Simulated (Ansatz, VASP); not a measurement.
**Two plane-wave programs on CdSe**

The input INCAR:

```
ALGO = Normal
EDIFF = 1E-7
ENCUT = 520
GGA = PS
ISIF = 2
ISMEAR = 0
LASPH = True
LCHARG = False
LREAL = False
LWAVE = False
NBANDS = 16
NELM = 80
PREC = Accurate
SIGMA = 0.05
```

KPOINTS

```
k-points
0
Gamma
  10 10 10
```

Contents of POSCAR:

```
CdSe
1.0
   -0.1114639971      3.4975060475      3.0413096065
    3.0413096065     -0.1114639971      3.0413096065
    2.9298456094      3.3860420504      0.0000000000
Cd Se
1 1
Direct
    0.0000000000      0.0000000000      0.0000000000
    0.7500000000      0.7500000000      0.7500000000
```

Input for Ansatz:

```yaml
crystal:
  lattice:
    - [-0.1114639971, 3.4975060475, 3.0413096065]
    - [3.0413096065, -0.1114639971, 3.0413096065]
    - [2.9298456094, 3.3860420504, 0.0]
  atoms:
    - { symbol: Cd, position: [0.0, 0.0, 0.0] }
    - { symbol: Se, position: [0.75, 0.75, 0.75] }
basis:
  ecutwfc: 420
kpoints:
  mp_grid: { grid: [10, 10, 10] }
hamiltonian:
  xc: pbesol
scf:
  occupations: { method: gaussian, width: 0.05 }
output:
  forces: true
  stress: true
  eigenvalues: true
```

Change from the starting cell: engineering shear strain xz -0.0733, normal strain along z +0.1500.

Alike in both runs: task single point; functional PBEsol; k mesh 10 × 10 × 10; occupations gaussian, width 0.05 eV; no spin polarisation.

```csv
,VASP,Ansatz
version,VASP 6.6.1,Ansatz 0.2.0
potentials or method,"VASP PAW PBE potentials, release 64 (Cd, Se), cutoff 520 eV","scalar-relativistic, plane waves, PAW"
valence electrons in the cell,18,36
```

VASP gave:

* gap on the k mesh at the Fermi level (eV): 0.15
* least direct gap on the mesh (eV): 0.15
* pressure (GPa): -5.1
* traceless stress, the component that is largest in VASP (GPa): -2.40
* rms of the force components (eV/Å): 0.065

Task: What did Ansatz give for the same quantities?

Result: gap on the k mesh at the Fermi level (eV): 0.15; least direct gap on the mesh (eV): 0.15; pressure (GPa): -5.2; traceless stress, the component that is largest in VASP (GPa): -2.42; rms of the force components (eV/Å): 0.058.

VASP's potentials were made for PBE, not for PBEsol. Atom by atom the forces differ by 0.007 eV/Å (rms over components). The functional is the same, so the differences come from potentials, cutoffs and numerics. VASP's potentials hold 18 valence electrons a cell and Ansatz's 36, so a difference there can come from the potentials and not from the codes.
